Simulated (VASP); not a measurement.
Wanted: the native input for a VASP 6.6.1 run.

| Property | Result |
| --- | --- |
| Task | relaxation of cell and atoms |
| Functional | PBE |
| Potentials or basis | VASP PAW PBE potentials, release 64 (Ca_sv, W_sv) |
| Cutoff | 600 eV |
| k mesh | 12 × 12 × 8 |
| Occupations | gaussian, width 0.1 eV |
| Spin | no spin polarisation |
| Dipole correction | no |
| Further INCAR settings | ALGO = Normal; EDIFF = 1e-07; IBRION = 2; EDIFFG = -0.01; NSW = 100; ISIF = 3 |

The structure of Ca2W lies in POSCAR:

```
Ca2W
1.0
    4.0846639996      0.0000000000      0.0000000000
    0.0000000000      4.0846639996      0.0000000000
    0.0000000000      0.0000000000      5.7975267763
Ca W
2 1
Direct
    0.0000000000      0.0000000000      0.5000000000
    0.5000000000      0.5000000000      0.0000000000
    0.5000000000      0.5000000000      0.5000000000
```

The input as run:

INCAR

```
  ALGO = Normal
  EDIFF = 1E-7
  EDIFFG = -0.01
  ENCUT = 600
  GGA = PE
  IBRION = 2
  ISIF = 3
  ISMEAR = 0
  LASPH = True
  LCHARG = False
  LREAL = False
  LWAVE = False
  NELM = 100
  NSW = 100
  PREC = Accurate
  SIGMA = 0.1
```

KPOINTS

```
k-points
0
Gamma
  12 12 8
```

Potentials or basis: VASP PAW PBE potentials, release 64 (Ca_sv, W_sv).

Run with:

```sh
$ cat potpaw_PBE.64/Ca_sv/POTCAR potpaw_PBE.64/W_sv/POTCAR > POTCAR
$ mpirun -np 1 vasp_std > vasp.out
```

It gave:

* Relaxed volume: 32.39 Å³/atom
* Relaxed cell: a = 4.093 Å, b = 4.093 Å, c = 5.800 Å, α = 90.00°, β = 90.00°, γ = 90.00°
* Space group after relaxing (to 0.05 Å): P4/mmm (No. 123)
* Energy gained by relaxing: 0.1 meV/atom
* Ionic steps: 2
* Pressure after relaxing: 0.0 GPa
* Band gap on the k mesh: zero (band 17 reaches 3.18 eV, above the bottom of band 18 at 2.56 eV)

Caveat: spin-orbit coupling is left out, which moves the levels of the heavy elements.

It took 4.2 min on 1 thread of AMD EPYC 9R45 96-Core Processor (Zen 5) (shared host), peak memory 0.47 GiB.
